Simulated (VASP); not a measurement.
The system is KI.

```
CELL_PARAMETERS angstrom
0.00000 3.54428 3.54428
3.54428 0.00000 3.54428
3.54428 3.54428 0.00000
ATOMIC_POSITIONS crystal
K 0.00000 0.00000 0.00000
I 0.50000 0.50000 0.50000
```

Base run:

- Program: VASP 6.6.1
- Functional: PBE
- Potentials or basis: VASP PAW PBE potentials, release 64 (K_sv, I)
- Cutoff: 520 eV
- k mesh: 6 × 6 × 6
- Occupations: fermi-dirac, width 0.02 eV
- Spin: no spin polarisation

Its results: band gap on the k mesh 3.94 eV, direct; pressure 0.5 GPa.

Question: The run is repeated on the same cell with these changes: functional from PBE to r2SCAN; occupations from fermi-dirac, width 0.02 eV to gaussian, width 0.01 eV. What comes out?

Answer: Band gap on the k mesh 4.58 eV, direct; pressure 0.0 GPa.

Caveats: spin-orbit coupling is left out, which moves the levels of the heavy elements; the PAW data sets were made with another functional, which shifts forces and pressure a little (some runs).

